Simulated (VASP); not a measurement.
# TlBr (Pm-3m) in VASP: notebook

The runs below take TlBr through single point, with PBEsol.

Program: VASP 6.6.1. These are calculated values, not measurements. Logs are shortened: lines on timing, memory, paths and dates and some standing lists are left out, and cuts for length are marked.

### 1 The cell of the first run

The structure is cubic, space group Pm-3m (No. 221). Conventional cell: a = 3.912 Å, b = 3.912 Å, c = 3.912 Å, α = 90.00°, β = 90.00°, γ = 90.00°. Tl (site symmetry m-3m) has 8 Br at 3.39 Å and 6 Tl at 3.91 Å within 4.5 Å. Br (site symmetry m-3m) has 8 Tl at 3.39 Å and 6 Br at 3.91 Å within 4.5 Å.

### 2 Single point, PBEsol

The input, INCAR:

```
  ALGO = Normal
  EDIFF = 1E-6
  ENCUT = 500
  GGA = PS
  GGA_COMPAT = F
  ISIF = 2
  ISMEAR = 0
  LASPH = T
  LCHARG = F
  LREAL = F
  LWAVE = F
  NBANDS = 17
  NELM = 120
  PREC = Accurate
  SIGMA = 0.05
```

The input, KPOINTS:

```
k-points
0
Gamma
  8 8 8
```

The input, POSCAR:

```
TlBr
1.0
    3.9123210457      0.0000000000      0.0000000000
    0.0000000000      3.9123210457      0.0000000000
    0.0000000000      0.0000000000      3.9123210457
Tl Br
1 1
Direct
    0.0000000000      0.0000000000      0.0000000000
    0.5000000000      0.5000000000      0.5000000000
```

Potentials or basis: VASP PAW PBE potentials, release 64 (Tl_d, Br).

The run is started by

```bash
$ cat potpaw_PBE.64/Tl_d/POTCAR potpaw_PBE.64/Br/POTCAR > POTCAR
$ mpirun -np 1 vasp_std > vasp.out
```

OUTCAR:

```text
EDIFF = 1E-6
   ENCUT = 500
   GGA = PS
   ISIF = 2
   ISMEAR = 0
   LASPH = T
   LREAL = F
   NELM = 120
   PREC = Accurate

 ion  position               nearest neighbor table
   1  0.000  0.000  0.000-   2 3.39   2 3.39   2 3.39   2 3.39   2 3.39   2 3.39   2 3.39   2 3.39

   2  0.500  0.500  0.500-   1 3.39   1 3.39   1 3.39   1 3.39   1 3.39   1 3.39   1 3.39   1 3.39

  LATTYP: Found a simple cubic cell.
 ALAT       =     3.9123210457

  Lattice vectors:

 A1 = (   3.9123210457,   0.0000000000,   0.0000000000)
 A2 = (   0.0000000000,   3.9123210457,   0.0000000000)
 A3 = (   0.0000000000,   0.0000000000,   3.9123210457)

Analysis of symmetry for initial positions (statically):
=====================================================================
 Subroutine PRICEL returns:
 Original cell was already a primitive cell.

 Routine SETGRP: Setting up the symmetry group for a
 simple cubic supercell.

 Subroutine GETGRP returns: Found 48 space group operations
 (whereof 48 operations were pure point group operations)
 out of a pool of 48 trial point group operations.

The static configuration has the point symmetry O_h .

Analysis of symmetry for dynamics (positions and initial velocities):
=====================================================================
 Subroutine PRICEL returns:
 Original cell was already a primitive cell.

 Routine SETGRP: Setting up the symmetry group for a
 simple cubic supercell.

 Subroutine GETGRP returns: Found 48 space group operations
 (whereof 48 operations were pure point group operations)
 out of a pool of 48 trial point group operations.

The dynamic configuration has the point symmetry O_h .

 Subroutine INISYM returns: Found 48 space group operations
 (whereof 48 operations are pure point group operations),
 and found     1 'primitive' translations

----------------------------------------------------------------------------------------

                                     Primitive cell

  volume of cell :      59.8830

  direct lattice vectors                    reciprocal lattice vectors
     3.912321046  0.000000000  0.000000000     0.255602745  0.000000000  0.000000000
     0.000000000  3.912321046  0.000000000     0.000000000  0.255602745  0.000000000
     0.000000000  0.000000000  3.912321046     0.000000000  0.000000000  0.255602745

  length of vectors
     3.912321046  3.912321046  3.912321046     0.255602745  0.255602745  0.255602745

  position of ions in fractional coordinates (direct lattice)
     0.000000000  0.000000000  0.000000000
     0.500000000  0.500000000  0.500000000

  ion indices of the primitive-cell ions
   primitive index   ion index
                 1           1
                 2           2

----------------------------------------------------------------------------------------

 KPOINTS: k-points

Automatic generation of k-mesh.
 Grid dimensions read from file:
 generate k-points for:    8    8    8

 Generating k-lattice:

  Cartesian coordinates                     Fractional coordinates (reciprocal lattice)
     0.031950343  0.000000000  0.000000000     0.125000000  0.000000000  0.000000000
     0.000000000  0.031950343  0.000000000     0.000000000  0.125000000  0.000000000
     0.000000000  0.000000000  0.031950343     0.000000000  0.000000000  0.125000000

  Length of vectors
     0.031950343  0.031950343  0.031950343

  Shift w.r.t. Gamma in fractional coordinates (k-lattice)
     0.000000000  0.000000000  0.000000000

 Subroutine IBZKPT returns following result:
 ===========================================

 Found     35 irreducible k-points:

 Following reciprocal coordinates:
            Coordinates               Weight
  0.000000  0.000000  0.000000      1.000000
  0.125000  0.000000  0.000000      6.000000
  0.250000  0.000000  0.000000      6.000000
  0.375000  0.000000  0.000000      6.000000
  0.500000  0.000000  0.000000      3.000000
  0.125000  0.125000  0.000000     12.000000
[... 16 lines left out ...]
  0.375000  0.375000  0.125000     24.000000
  0.500000  0.375000  0.125000     24.000000
 [... further k-points ...]
   k-points           NKPTS =     35   k-points in BZ     NKDIM =     35   number of bands    NBANDS=     17
   number of dos      NEDOS =    301   number of ions     NIONS =      2
   total plane-waves  NPLWV =  27000
   dimension x,y,z NGX =    30 NGY =   30 NGZ =   30
   dimension x,y,z NGXF=    60 NGYF=   60 NGZF=   60
   ions per type =               1   1
   NGX,Y,Z   is equivalent  to a cutoff of  12.75, 12.75, 12.75 a.u.
   NGXF,Y,Z  is equivalent  to a cutoff of  25.50, 25.50, 25.50 a.u.
 SYSTEM =  unknown system
   PREC   = accura    normal or accurate (medium, high low for compatibility)
   ISTART =      0    job   : 0-new  1-cont  2-samecut
   ICHARG =      2    charge: 1-file 2-atom 10-const
   ISPIN  =      1    spin polarized calculation?
   LNONCOLLINEAR =      F non collinear calculations
   LSORBIT =      F    spin-orbit coupling
   LASPH  =      T    aspherical Exc in radial PAW
   ENCUT  =  500.0 eV  36.75 Ry    6.06 a.u.   7.13  7.13  7.13*2*pi/ulx,y,z
   NELM   =    120;   NELMIN=  2; NELMDL= -5     # of ELM steps
   EDIFF  = 0.1E-05   stopping-criterion for ELM
   LREAL  =      F    real-space projection
   EDIFFG = 0.1E-04   stopping-criterion for IOM
   NSW    =      0    number of steps for IOM
   IBRION =     -1    ionic relax: 0-MD 1-quasi-New 2-CG
   NFREE  =      0    steps in history (QN), initial steepest desc. (CG)
   ISIF   =      2    stress and relaxation
   ISYM   =      2    0-nonsym 1-usesym 2-fastsym
   POTIM  = 0.5000    time-step for ionic-motion
   TEBEG  =    0.0;   TEEND  =   0.0 temperature during run
   PSTRESS=    0.0 pullay stress
   NELECT =      20.0000    total number of electrons
   NUPDOWN=      -1.0000    fix difference up-down
   EMIN   =  10.00;   EMAX   =-10.00  energy-range for DOS
   EFERMI =   0.00;   METHOD = LEGACY
   ISMEAR =     0;   SIGMA  =   0.05  broadening in eV -4-tet -1-fermi 0-gaus
   EFERMI_NEDOS =   21; number of points for ismear=-14 and -15
   IALGO  =     38    algorithm
   IMIX   =      4    mixing-type and parameters
     AMIX     =   0.40;   BMIX     =  1.00
     AMIX_MAG =   1.60;   BMIX_MAG =  1.00
  volume/ion in A,a.u.               =      29.94       202.06
  Fermi-wavevector in a.u.,A,eV,Ry     =   1.135840  2.146426 17.553306  1.290132
  Thomas-Fermi vector in A             =   2.272545
   LORBIT       =      0    0 simple, 1 ext, 2 COOP (PROOUT), +10 PAW based schemes
   GGA     = PS    functional components
   LHFCALC =     F    Hartree Fock is set to
   AEXX    =    0.0000 exact exchange contribution
   IVDW    =     0    specifies the selected vdW correction
   LEPSILON=     F    determine dielectric tensor
   LRPA    =     F    only Hartree local field effects (RPA)
 non-spin polarized calculation
 Gauss-broadening in eV      SIGMA  =   0.05
  energy-cutoff  :      500.00
  volume of cell :       59.88
 maximum number of plane-waves:      1568
 NGX is ok and might be reduce to    30
   NGX = 15   NGY = 15   NGZ = 15

 number of electron      19.9999996 magnetization

 Free energy of the ion-electron system (eV)
  ---------------------------------------------------
  ext. energy  EPLUGINS =         0.00000000
  ---------------------------------------------------
  free energy    TOTEN  =        -6.03154306 eV

  energy without entropy =       -6.03154306  energy(sigma->0) =       -6.03154306

 E-fermi :   3.1261     XC(G=0):  -9.4290

 val. band max:        2.8249880008   @ k =   0.5000   0.0000   0.0000
 cond. band min:       4.4119718170   @ k =   0.5000   0.0000   0.0000
 fundamental gap:      1.5869838162
 Fermi energy:         3.1260980912

 k-point     1 :       0.0000    0.0000    0.0000
  band No.  band energies     occupation
      1     -11.2558      2.00000
      2      -7.3559      2.00000
      3      -7.3559      2.00000
      4      -7.1476      2.00000
      5      -7.1476      2.00000
      6      -7.1476      2.00000
[... 9 lines left out ...]
     16      14.3126      0.00000
     17      16.2929      0.00000

 k-point     2 :       0.1250    0.0000    0.0000
  band No.  band energies     occupation
      1     -11.2167      2.00000
      2      -7.3539      2.00000
      3      -7.3331      2.00000
      4      -7.1588      2.00000
      5      -7.1588      2.00000
      6      -7.1466      2.00000
[... 9 lines left out ...]
     16      15.2173      0.00000
     17      15.9988      0.00000

 k-point     3 :       0.2500    0.0000    0.0000
  band No.  band energies     occupation
      1     -11.1187      2.00000
      2      -7.3492      2.00000
      3      -7.2798      2.00000
      4      -7.1856      2.00000
      5      -7.1856      2.00000
      6      -7.1442      2.00000
[... 9 lines left out ...]
     16      14.7783      0.00000
     17      16.0643      0.00000

 k-point     4 :       0.3750    0.0000    0.0000
  band No.  band energies     occupation
      1     -11.0151      2.00000
      2      -7.3444      2.00000
      3      -7.2295      2.00000
      4      -7.2120      2.00000
      5      -7.2120      2.00000
      6      -7.1418      2.00000
[... 9 lines left out ...]
     16      14.3720      0.00000
     17      16.3195      0.00000
[... 343 lines left out ...]
      1     -10.8800      2.00000
      2      -7.2704      2.00000
      3      -7.2406      2.00000
      4      -7.1857      2.00000
      5      -7.1738      2.00000
      6      -7.1498      2.00000
[... 9 lines left out ...]
     16      13.6680      0.00000
     17      15.9234      0.00000

 k-point    23 :       0.3750    0.3750    0.1250
  band No.  band energies     occupation
      1     -10.8532      2.00000
      2      -7.2547      2.00000
      3      -7.2251      2.00000
      4      -7.2100      2.00000
      5      -7.1665      2.00000
      6      -7.1250      2.00000
[... 9 lines left out ...]
     16      13.6814      0.00000
     17      15.2280      0.00000

 k-point    24 :       0.5000    0.3750    0.1250
  band No.  band energies     occupation
      1     -10.8285      2.00000
      2      -7.2484      2.00000
      3      -7.2291      2.00000
      4      -7.2087      2.00000
      5      -7.1686      2.00000
      6      -7.1028      2.00000
[... 9 lines left out ...]
     16      13.6688      0.00000
     17      15.6292      0.00000

 [... further k-points ...]
[... 5 lines left out ...]
  --------------------------------------------------------------------------------------
  -------------------------------------------------------------------------------------
  Total        0.0065728      0.0065728      0.0065728      0.0000000      0.0000000     -0.0000000
  in kB        0.1758553      0.1758553      0.1758553      0.0000000      0.0000000     -0.0000000
  external PRESSURE =       0.1758553 kB  Pullay stress =       0.0000000 kB

 VOLUME and BASIS-vectors are now :
 -----------------------------------------------------------------------------
  energy-cutoff  :      500.00
  volume of cell :       59.88
      direct lattice vectors                 reciprocal lattice vectors
     3.912321046  0.000000000  0.000000000     0.255602745  0.000000000  0.000000000
     0.000000000  3.912321046  0.000000000     0.000000000  0.255602745  0.000000000
     0.000000000  0.000000000  3.912321046     0.000000000  0.000000000  0.255602745

 POSITION                                       TOTAL-FORCE (eV/Angst)
 -----------------------------------------------------------------------------------
      0.00000      0.00000      0.00000         0.000000      0.000000      0.000000
      1.95616      1.95616      1.95616         0.000000      0.000000      0.000000
 -----------------------------------------------------------------------------------
    total drift:                                0.000000     -0.000000     -0.000000

  FREE ENERGIE OF THE ION-ELECTRON SYSTEM (eV)
  ---------------------------------------------------
  free  energy   TOTEN  =        -6.0315430595 eV

  energy  without entropy=       -6.0315430595  energy(sigma->0) =       -6.03154306
```

It took 18 s on 1 thread of Intel Xeon Platinum 8488C (Sapphire Rapids), shared host; peak memory 0.18 GiB.

What came out:

```yaml
Free_energy: -6.0315 eV
Pressure: 0.0 GPa
Band_gap_on_the_k_mesh: 1.59 eV, direct
```

Caveat: the PAW data sets were made with another functional, which shifts forces and pressure a little; spin-orbit coupling is left out, which moves the levels of the heavy elements. As with any semilocal functional, this PBEsol gap is likely too small.

### 3 Single point, PBEsol

The input, INCAR:

```
ALGO = Normal ; EDIFF = 1E-6
ENCUT = 500 ; GGA = PS
GGA_COMPAT = F ; ISIF = 2
ISMEAR = 0 ; LASPH = T
LCHARG = F ; LREAL = F
LWAVE = F ; NBANDS = 17
NELM = 120 ; PREC = Accurate
SIGMA = 0.05
```

KPOINTS is that of step 2.

The input, POSCAR:

```
TlBr
1.0
    3.9144927555      0.0000000000      0.0000000000
    0.0000000000      3.9144927555      0.0000000000
    0.0000000000      0.0000000000      3.9144927555
Tl Br
1 1
Direct
    0.0000000000      0.0000000000      0.0000000000
    0.5000000000      0.5000000000      0.5000000000
```

Potentials or basis: VASP PAW PBE potentials, release 64 (Tl_d, Br).

The run is started by

```bash
$ cat potpaw_PBE.64/Tl_d/POTCAR potpaw_PBE.64/Br/POTCAR > POTCAR
$ mpirun -np 1 vasp_std > vasp.out
```

It took 23 s on 1 thread of Intel Xeon Platinum 8488C (Sapphire Rapids), shared host; peak memory 0.19 GiB.

Results (log left out):

* Free energy: -6.0316 eV
* Pressure: 0.0 GPa
* Band gap on the k mesh: 1.59 eV, direct

Levels at points of the mesh, in eV from the valence-band top:
```tsv
k point	band 8	band 9	band 10	band 11	band 12	band 13
(0.00, 0.00, 0.00)	-1.55	-1.55	-1.55	6.72	6.72	7.34
(0.50, 0.00, 0.00)	-0.98	-0.98	0.00	1.59	5.66	5.66
(0.50, 0.50, 0.00)	-3.34	-3.34	-0.89	4.84	4.84	7.48
(0.50, 0.50, 0.50)	-2.20	-2.20	-2.20	1.81	1.81	1.81
```

Caveat: the PAW data sets were made with another functional, which shifts forces and pressure a little; spin-orbit coupling is left out, which moves the levels of the heavy elements.

### 4 Single point, PBEsol

This run uses another cell than the first one, of 31.96 Å³/atom, 1.067 times its volume.

The input, INCAR:

```
SYSTEM = TlBr
PREC     = Accurate       ! precision mode
ENCUT    = 500            ! plane-wave cutoff, eV
EDIFF    = 1E-6           ! SCF threshold, eV
ISMEAR   = 0              ! smearing method
SIGMA    = 0.05           ! smearing width, eV
LREAL    = .FALSE.        ! projectors in reciprocal space
LASPH    = .TRUE.         ! aspherical terms in the spheres
NELM     = 120            ! most SCF steps
ALGO     = Normal         ! electronic algorithm
ISIF     = 2              ! what is computed and relaxed
LWAVE    = .FALSE.        ! write WAVECAR
LCHARG   = .FALSE.        ! write CHGCAR
GGA      = PS             ! functional
NBANDS   = 17             ! bands
GGA_COMPAT= .FALSE.
```

The input, KPOINTS:

```
regular mesh
0
G
  8 8 8
  0 0 0
```

The input, POSCAR:

```
TlBr
1.0
    3.9981832474      0.0000000000      0.0000000000
    0.0000000000      3.9981832474      0.0000000000
    0.0000000000      0.0000000000      3.9981832474
Tl Br
1 1
Direct
    0.0000000000      0.0000000000      0.0000000000
    0.5000000000      0.5000000000      0.5000000000
```

The run is started by

```bash
$ cat potpaw_PBE.64/Tl_d/POTCAR potpaw_PBE.64/Br/POTCAR > POTCAR
$ mpirun -np 1 vasp_std > vasp.out
```

Wall time 22 s (1 thread of Intel Xeon Platinum 8488C (Sapphire Rapids), shared host); peak memory 0.18 GiB.

It converged, with:

| Property | Result |
| --- | --- |
| Free energy | -6.0130 eV |
| Pressure | -1.5 GPa |
| Band gap on the k mesh | 1.77 eV, direct |

Levels at points of the mesh, in eV from the valence-band top:
| k point | band 6 | band 7 | band 8 | band 9 | band 10 | band 11 | band 12 | band 13 | band 14 | band 15 |
| --- | --- | --- | --- | --- | --- | --- | --- | --- | --- | --- |
| (0.00, 0.00, 0.00) | -9.85 | -4.67 | -1.25 | -1.25 | -1.25 | 6.91 | 6.91 | 7.13 | 7.13 | 7.13 |
| (0.50, 0.00, 0.00) | -9.85 | -5.51 | -0.76 | -0.76 | 0.00 | 1.77 | 5.70 | 5.70 | 7.92 | 10.24 |
| (0.50, 0.50, 0.00) | -9.80 | -3.76 | -2.88 | -2.88 | -0.67 | 4.79 | 4.79 | 7.30 | 7.55 | 10.18 |
| (0.50, 0.50, 0.50) | -9.80 | -2.78 | -1.87 | -1.87 | -1.87 | 2.09 | 2.09 | 2.09 | 12.59 | 12.59 |

Caveat: the PAW data sets were made with another functional, which shifts forces and pressure a little; spin-orbit coupling is left out, which moves the levels of the heavy elements. A k mesh can miss the band edges.

### 5 Summary

| cell | gap on the mesh (eV) | pressure (GPa) |
| --- | --- | --- |
| a = 3.912 Å, 2 atoms | 1.59 | 0.0 |
| a = 3.914 Å, 2 atoms | 1.59 | 0.0 |
| a = 3.998 Å, 2 atoms | 1.77 | -1.5 |

Alike in all rows: task single point; level PBEsol; potentials or basis VASP PAW PBE potentials, release 64 (Tl_d, Br); no spin polarisation; k mesh 8 × 8 × 8; cutoff (eV) 500; smearing gaussian 0.05 eV.

Caveats: the PAW data sets were made with another functional, which shifts forces and pressure a little; spin-orbit coupling is left out, which moves the levels of the heavy elements.

Absolute energies hang on the potentials; compare differences alone.
